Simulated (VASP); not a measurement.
# MgI2 (P-3m1) in VASP: a series of runs

Runs on MgI2. Level: PBEsol. Tasks: single point.

Program: VASP 6.6.1. These are calculated values, not measurements. Logs are shortened: lines on timing, memory, paths and dates and some standing lists are left out, and cuts for length are marked.

**1. The cell of the first run**

Symmetry: P-3m1, No. 164, trigonal system. The conventional cell has a = 4.193 Å, b = 4.193 Å, c = 6.961 Å, α = 90.00°, β = 90.00°, γ = 120.00°. Within 3.9 Å of Mg (site symmetry -3m) lie 6 I at 2.93 Å. Within 3.9 Å of I (site symmetry 3m) lie 3 Mg at 2.93 Å.

**2. Single point, PBEsol (biaxial strain in the a-b plane: +1.5 %)**

Contents of INCAR:

```
SYSTEM = MgI2
  PREC = Accurate
  ENCUT = 520
  EDIFF = 1E-6
  ISMEAR = 0
  SIGMA = 0.02
  LREAL = .False.
  LASPH = .True.
  NELM = 100
  ALGO = Normal
  ISIF = 2
  LWAVE = .False.
  LCHARG = .True.
  GGA = PS
  LELF = .True.
  LVHAR = .True.
  NBANDS = 15
```

Contents of KPOINTS:

```
Automatic mesh
0
Gamma
  6 6 4
  0 0 0
```

Contents of POSCAR:

```
MgI2
1.0
    4.1926864148      0.0000000000      0.0000000000
   -2.0963432074      3.6309729453      0.0000000000
    0.0000000000      0.0000000000      6.9611162362
Mg I
1 2
Direct
    0.0000000000      0.0000000000      0.0000000000
    0.3333333333      0.6666666667      0.7625121855
    0.6666666667      0.3333333333      0.2374878145
```

Potentials or basis: VASP PAW PBE potentials, release 64 (Mg, I).

Run with:

```sh
$ cat potpaw_PBE.64/Mg/POTCAR potpaw_PBE.64/I/POTCAR > POTCAR
$ mpirun -np 1 vasp_std > vasp.out
```

OUTCAR:

```text
SYSTEM = MgI2
   PREC = Accurate
   ENCUT = 520
   EDIFF = 1E-6
   ISMEAR = 0
   LREAL = .False.
   LASPH = .True.
   NELM = 100
   ISIF = 2
   GGA = PS

 ion  position               nearest neighbor table
   1  0.000  0.000  0.000-   2 2.93   3 2.93   2 2.93   3 2.93   3 2.93   2 2.93
   2  0.333  0.667  0.763-   1 2.93   1 2.93   1 2.93
   3  0.667  0.333  0.237-   1 2.93   1 2.93   1 2.93

  LATTYP: Found a hexagonal cell.
 ALAT       =     4.1926864148
 C/A-ratio  =     1.6602997571

  Lattice vectors:

 A1 = (   4.1926864148,   0.0000000000,   0.0000000000)
 A2 = (  -2.0963432074,   3.6309729453,   0.0000000000)
 A3 = (   0.0000000000,   0.0000000000,   6.9611162362)

Analysis of symmetry for initial positions (statically):
=====================================================================
 Subroutine PRICEL returns:
 Original cell was already a primitive cell.

 Routine SETGRP: Setting up the symmetry group for a
 hexagonal supercell.

 Subroutine GETGRP returns: Found 12 space group operations
 (whereof 12 operations were pure point group operations)
 out of a pool of 24 trial point group operations.

The static configuration has the point symmetry D_3d.

Analysis of symmetry for dynamics (positions and initial velocities):
=====================================================================
 Subroutine PRICEL returns:
 Original cell was already a primitive cell.

 Routine SETGRP: Setting up the symmetry group for a
 hexagonal supercell.

 Subroutine GETGRP returns: Found 12 space group operations
 (whereof 12 operations were pure point group operations)
 out of a pool of 24 trial point group operations.

The dynamic configuration has the point symmetry D_3d.

 Subroutine INISYM returns: Found 12 space group operations
 (whereof 12 operations are pure point group operations),
 and found     1 'primitive' translations

----------------------------------------------------------------------------------------

                                     Primitive cell

  volume of cell :     105.9728

  direct lattice vectors                    reciprocal lattice vectors
     4.192686415  0.000000000  0.000000000     0.238510564  0.137704138  0.000000000
    -2.096343207  3.630972945  0.000000000     0.000000000  0.275408276  0.000000000
     0.000000000  0.000000000  6.961116236     0.000000000  0.000000000  0.143655122

  length of vectors
     4.192686415  4.192686415  6.961116236     0.275408276  0.275408276  0.143655122

  position of ions in fractional coordinates (direct lattice)
     0.000000000  0.000000000  0.000000000
     0.333333333  0.666666667  0.762512186
     0.666666667  0.333333333  0.237487814

  ion indices of the primitive-cell ions
   primitive index   ion index
                 1           1
                 2           2
                 3           3

----------------------------------------------------------------------------------------

 KPOINTS: Automatic mesh

Automatic generation of k-mesh.
 Grid dimensions read from file:
 generate k-points for:    6    6    4

 Generating k-lattice:

  Cartesian coordinates                     Fractional coordinates (reciprocal lattice)
     0.039751761  0.022950690  0.000000000     0.166666667  0.000000000  0.000000000
     0.000000000  0.045901379  0.000000000     0.000000000  0.166666667  0.000000000
     0.000000000  0.000000000  0.035913780     0.000000000  0.000000000  0.250000000

  Length of vectors
     0.045901379  0.045901379  0.035913780

  Shift w.r.t. Gamma in fractional coordinates (k-lattice)
     0.000000000  0.000000000  0.000000000

 Subroutine IBZKPT returns following result:
 ===========================================

 Found     24 irreducible k-points:

 Following reciprocal coordinates:
            Coordinates               Weight
  0.000000  0.000000  0.000000      1.000000
  0.166667 -0.000000  0.000000      6.000000
  0.333333 -0.000000  0.000000      6.000000
  0.500000  0.000000  0.000000      3.000000
  0.166667  0.166667  0.000000      6.000000
  0.333333  0.166667  0.000000     12.000000
[... 16 lines left out ...]
  0.333333  0.166667  0.500000     12.000000
  0.333333  0.333333  0.500000      2.000000
   k-points           NKPTS =     24   k-points in BZ     NKDIM =     24   number of bands    NBANDS=     15
   number of dos      NEDOS =    301   number of ions     NIONS =      3
   total plane-waves  NPLWV =  55296
   dimension x,y,z NGX =    32 NGY =   32 NGZ =   54
   dimension x,y,z NGXF=    64 NGYF=   64 NGZF=  108
   ions per type =               1   2
   NGX,Y,Z   is equivalent  to a cutoff of  12.69, 12.69, 12.90 a.u.
   NGXF,Y,Z  is equivalent  to a cutoff of  25.38, 25.38, 25.79 a.u.
 SYSTEM =  MgI2
   PREC   = accura    normal or accurate (medium, high low for compatibility)
   ISTART =      0    job   : 0-new  1-cont  2-samecut
   ICHARG =      2    charge: 1-file 2-atom 10-const
   ISPIN  =      1    spin polarized calculation?
   LNONCOLLINEAR =      F non collinear calculations
   LSORBIT =      F    spin-orbit coupling
   LASPH  =      T    aspherical Exc in radial PAW
   ENCUT  =  520.0 eV  38.22 Ry    6.18 a.u.   7.80  7.80 12.94*2*pi/ulx,y,z
   NELM   =    100;   NELMIN=  2; NELMDL= -5     # of ELM steps
   EDIFF  = 0.1E-05   stopping-criterion for ELM
   LREAL  =      F    real-space projection
   EDIFFG = 0.1E-04   stopping-criterion for IOM
   NSW    =      0    number of steps for IOM
   IBRION =     -1    ionic relax: 0-MD 1-quasi-New 2-CG
   NFREE  =      0    steps in history (QN), initial steepest desc. (CG)
   ISIF   =      2    stress and relaxation
   ISYM   =      2    0-nonsym 1-usesym 2-fastsym
   POTIM  = 0.5000    time-step for ionic-motion
   TEBEG  =    0.0;   TEEND  =   0.0 temperature during run
   PSTRESS=    0.0 pullay stress
   NELECT =      16.0000    total number of electrons
   NUPDOWN=      -1.0000    fix difference up-down
   EMIN   =  10.00;   EMAX   =-10.00  energy-range for DOS
   EFERMI =   0.00;   METHOD = LEGACY
   ISMEAR =     0;   SIGMA  =   0.02  broadening in eV -4-tet -1-fermi 0-gaus
   EFERMI_NEDOS =   21; number of points for ismear=-14 and -15
   IALGO  =     38    algorithm
   IMIX   =      4    mixing-type and parameters
     AMIX     =   0.40;   BMIX     =  1.00
     AMIX_MAG =   1.60;   BMIX_MAG =  1.00
  volume/ion in A,a.u.               =      35.32       238.38
  Fermi-wavevector in a.u.,A,eV,Ry     =   0.871733  1.647336 10.339314  0.759918
  Thomas-Fermi vector in A             =   1.990882
   LORBIT       =      0    0 simple, 1 ext, 2 COOP (PROOUT), +10 PAW based schemes
   GGA     = PS    functional components
   LHFCALC =     F    Hartree Fock is set to
   AEXX    =    0.0000 exact exchange contribution
   IVDW    =     0    specifies the selected vdW correction
   LEPSILON=     F    determine dielectric tensor
   LRPA    =     F    only Hartree local field effects (RPA)
 non-spin polarized calculation
 Gauss-broadening in eV      SIGMA  =   0.02
  energy-cutoff  :      520.00
  volume of cell :      105.97
 maximum number of plane-waves:      2882
 NGX is ok and might be reduce to    32
   NGX = 15   NGY = 15   NGZ = 25

 number of electron      16.0000000 magnetization

 Free energy of the ion-electron system (eV)
  ---------------------------------------------------
  ext. energy  EPLUGINS =         0.00000000
  ---------------------------------------------------
  free energy    TOTEN  =        -8.41400940 eV

  energy without entropy =       -8.41400940  energy(sigma->0) =       -8.41400940

 E-fermi :   2.0168     XC(G=0):  -8.2142

 val. band max:        1.9165621215   @ k =   0.0000   0.0000   0.0000
 cond. band min:       5.3825544124   @ k =   0.5000   0.0000   0.2500
 fundamental gap:      3.4659922908
 Fermi energy:         2.0167762834

 k-point     1 :       0.0000    0.0000    0.0000
  band No.  band energies     occupation
      1     -10.1058      2.00000
      2      -9.4248      2.00000
      3      -1.5002      2.00000
      4       1.4413      2.00000
      5       1.4413      2.00000
      6       1.8127      2.00000
      7       1.8127      2.00000
      8       1.9166      2.00000
      9       5.4375      0.00000
     10       6.5268      0.00000
     11       8.4838      0.00000
     12       8.4838      0.00000
     13       9.3130      0.00000
     14       9.9576      0.00000
     15       9.9576      0.00000

 k-point     2 :       0.1667   -0.0000    0.0000
  band No.  band energies     occupation
      1      -9.9717      2.00000
      2      -9.3587      2.00000
      3      -1.3229      2.00000
      4       0.4737      2.00000
      5       0.9911      2.00000
      6       1.1377      2.00000
      7       1.7643      2.00000
      8       1.8304      2.00000
      9       6.3294      0.00000
     10       7.1654      0.00000
     11       7.9771      0.00000
     12       8.8664      0.00000
     13       9.0416      0.00000
     14       9.8618      0.00000
     15      10.3541      0.00000

 k-point     3 :       0.3333   -0.0000    0.0000
  band No.  band energies     occupation
      1      -9.6530      2.00000
      2      -9.2445      2.00000
      3      -1.2248      2.00000
      4      -0.6356      2.00000
      5       0.0498      2.00000
      6       0.7082      2.00000
      7       1.4758      2.00000
      8       1.5644      2.00000
      9       5.8828      0.00000
     10       7.2622      0.00000
     11       7.8376      0.00000
     12       8.9733      0.00000
     13       9.4364      0.00000
     14      10.4380      0.00000
     15      10.7566      0.00000
[... 343 lines left out ...]
 k-point    23 :       0.3333    0.1667    0.5000
  band No.  band energies     occupation
      1      -9.3962      2.00000
      2      -9.2675      2.00000
      3      -1.4706      2.00000
      4      -0.9748      2.00000
      5      -0.0170      2.00000
      6       0.4255      2.00000
      7       1.2161      2.00000
      8       1.3757      2.00000
      9       6.1514      0.00000
     10       7.4734      0.00000
     11       8.1361      0.00000
     12       8.7255      0.00000
     13       8.9206      0.00000
     14      10.1585      0.00000
     15      10.9224      0.00000

 k-point    24 :       0.3333    0.3333    0.5000
  band No.  band energies     occupation
      1      -9.2687      2.00000
      2      -9.2687      2.00000
      3      -1.2385      2.00000
      4      -0.7922      2.00000
      5      -0.7922      2.00000
      6      -0.2102      2.00000
      7       1.3850      2.00000
      8       1.3850      2.00000
      9       6.6732      0.00000
     10       7.6927      0.00000
     11       7.6927      0.00000
     12       9.2559      0.00000
     13      10.0621      0.00000
     14      10.3013      0.00000
     15      10.5254      0.00000

------------------------ aborting loop because EDIFF is reached ----------------------------------------

  FORCE on cell =-STRESS in cart. coord.  units (eV):
  Direction    XX          YY          ZZ          XY          YZ          ZX
  --------------------------------------------------------------------------------------
  -------------------------------------------------------------------------------------
  Total       -0.5795609     -0.5795609     -0.1233531      0.0000000     -0.0000000      0.0000000
  in kB       -8.7622450     -8.7622450     -1.8649463      0.0000000     -0.0000000      0.0000000
  external PRESSURE =      -6.4631454 kB  Pullay stress =       0.0000000 kB

 VOLUME and BASIS-vectors are now :
 -----------------------------------------------------------------------------
  energy-cutoff  :      520.00
  volume of cell :      105.97
      direct lattice vectors                 reciprocal lattice vectors
     4.192686415  0.000000000  0.000000000     0.238510564  0.137704138  0.000000000
    -2.096343207  3.630972945  0.000000000     0.000000000  0.275408276  0.000000000
     0.000000000  0.000000000  6.961116236     0.000000000  0.000000000  0.143655122

 POSITION                                       TOTAL-FORCE (eV/Angst)
 -----------------------------------------------------------------------------------
      0.00000      0.00000      0.00000        -0.000000      0.000000     -0.000000
     -0.00000      2.42065      5.30794         0.000000      0.000000      0.040504
      2.09634      1.21032      1.65318        -0.000000     -0.000000     -0.040504
 -----------------------------------------------------------------------------------
    total drift:                               -0.000000      0.000000     -0.000000

  FREE ENERGIE OF THE ION-ELECTRON SYSTEM (eV)
  ---------------------------------------------------
  free  energy   TOTEN  =        -8.4140094011 eV

  energy  without entropy=       -8.4140094011  energy(sigma->0) =       -8.41400940
```

Run time: 30 s. Hardware: 1 thread of Intel Xeon Platinum 8259CL at 2.50GHz (Skylake/Cascade Lake), shared host; peak memory 0.23 GiB.

Results:

| Item | Value |
| --- | --- |
| Free energy | -8.4140 eV |
| Pressure | -0.6 GPa |
| Largest force | 0.041 eV/Å |
| Band gap on the k mesh | 3.47 eV, indirect (least direct gap 3.52 eV) |

Forces on the atoms (eV/Å):
```
Mg   0.000  0.000  0.000
I    0.000  0.000  0.041
I    0.000  0.000 -0.041
```

Stress tensor (GPa, compression positive):
```
-0.88  0.00  0.00
 0.00 -0.88  0.00
 0.00  0.00 -0.19
```

Levels at points of the mesh, in eV from the valence-band top:
| k point | band 6 | band 7 | band 8 | band 9 | band 10 | band 11 |
| --- | --- | --- | --- | --- | --- | --- |
| (0.00, 0.00, 0.00) | -0.10 | -0.10 | 0.00 | 3.52 | 4.61 | 6.57 |
| (0.50, 0.00, 0.00) | -1.38 | -0.84 | -0.46 | 3.55 | 5.23 | 5.51 |
| (0.00, 0.00, 0.50) | -0.40 | -0.19 | -0.19 | 4.44 | 4.68 | 6.41 |
| (0.50, 0.00, 0.50) | -1.11 | -0.75 | -0.66 | 3.48 | 5.15 | 5.65 |

Caveat: the cell differs from its parent crystal (biaxial strain in the a-b plane: +1.5 %); the PAW data sets were made with another functional, which shifts forces and pressure a little; spin-orbit coupling is left out, which moves the levels of the heavy elements; this functional lacks dispersion, which binds the layers, so the pressure and a relaxed spacing across them are unreliable. A k mesh can miss the band edges.

**3. Single point, PBEsol (uniaxial strain along c: -4.5 %, then relaxed in part)**

Contents of INCAR:

```
PREC = Accurate
ENCUT = 520
EDIFF = 1E-7
ISMEAR = 0
SIGMA = 0.02
LREAL = F
LASPH = T
NELM = 100
ALGO = Normal
ISIF = 2
LWAVE = F
LCHARG = F
GGA = PS
NBANDS = 15
```

Contents of KPOINTS:

```
regular mesh
0
Gamma
  6 6 4
```

Contents of POSCAR:

```
MgI2
1.0
    4.1459337473      0.0000000000      0.0000000000
   -2.0729668736      3.5904839475      0.0000000000
    0.0000000000      0.0000000000      6.7082401670
Mg I
1 2
Direct
    0.0000000000      0.0000000000      0.0000000000
    0.3333333363      0.6666666637      0.7536809545
    0.6666666637      0.3333333363      0.2463190455
```

Potentials or basis: VASP PAW PBE potentials, release 64 (Mg, I).

Run with:

```sh
$ cat potpaw_PBE.64/Mg/POTCAR potpaw_PBE.64/I/POTCAR > POTCAR
$ mpirun -np 1 vasp_std > vasp.out
```

Wall time 14 s (1 thread of Intel Xeon 6975P-C (Granite Rapids), shared host); peak memory 0.22 GiB.

It converged, with:

| Quantity | Value |
| --- | --- |
| Free energy | -8.4140 eV |
| Pressure | 0.2 GPa |
| Largest force | 0.004 eV/Å |
| Band gap on the k mesh | 3.34 eV, indirect (least direct gap 3.50 eV) |

Forces on the atoms (eV/Å):
```
Mg   0.000  0.000  0.000
I    0.000  0.000  0.004
I    0.000  0.000 -0.004
```

Stress tensor (GPa, compression positive):
```
-0.03  0.00  0.00
 0.00 -0.03  0.00
 0.00  0.00  0.62
```

Levels at points of the mesh, in eV from the valence-band top:
```tsv
k point	band 5	band 6	band 7	band 8	band 9	band 10	band 11	band 12
(0.00, 0.00, 0.00)	-0.63	-0.20	-0.20	0.00	3.50	4.48	6.51	6.51
(0.50, 0.00, 0.00)	-2.10	-1.59	-1.09	-0.57	3.46	5.10	5.26	6.72
(0.00, 0.00, 0.50)	-0.50	-0.50	-0.34	-0.34	4.51	4.61	6.29	6.29
(0.50, 0.00, 0.50)	-1.37	-1.22	-0.93	-0.88	3.39	4.96	5.49	5.86
```

Caveat: the cell differs from its parent crystal (uniaxial strain along c: -4.5 %, then relaxed in part); the PAW data sets were made with another functional, which shifts forces and pressure a little; spin-orbit coupling is left out, which moves the levels of the heavy elements; this functional lacks dispersion, which binds the layers, so the pressure and a relaxed spacing across them are unreliable.
